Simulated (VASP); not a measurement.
PbS, 4 atoms in the cell. It takes space group Cmcm (No. 63, orthorhombic). Conventional cell: a = 4.192 Å, b = 12.226 Å, c = 4.297 Å, α = 90.00°, β = 90.00°, γ = 90.00°. Within 3.6 Å of Pb (site symmetry m2m) lie 5 S at 2.71 to 3.01 Å. Within 3.6 Å of S (site symmetry m2m) lie 5 Pb at 2.71 to 3.01 Å. 

```yaml
Program: VASP 6.6.1
Task: single point
Functional: PBE
Potentials_or_basis: VASP PAW PBE potentials, release 64 (Pb_d, S)
Cutoff: 520 eV
k_mesh: 8 × 8 × 6
Occupations: gaussian, width 0.02 eV
Spin: no spin polarisation
Dipole_correction: no
Further_INCAR_settings: ALGO = Normal; EDIFF = 1e-07; NBANDS = 28
```

Potentials or basis: VASP PAW PBE potentials, release 64 (Pb_d, S).

Command:

```bash
$ cat potpaw_PBE.64/Pb_d/POTCAR potpaw_PBE.64/S/POTCAR > POTCAR
$ mpirun -np 1 vasp_std > vasp.out
```

Hardware: 1 thread of Intel Xeon 8259CL, on a shared host.

**Question.** Estimate the wall time of this run.

**Answer.** Run time: 7.9 min on 1 thread of Intel Xeon 8259CL, with other jobs on the host, peak memory 0.39 GiB. Counts: scf iterations 17, k points 84.
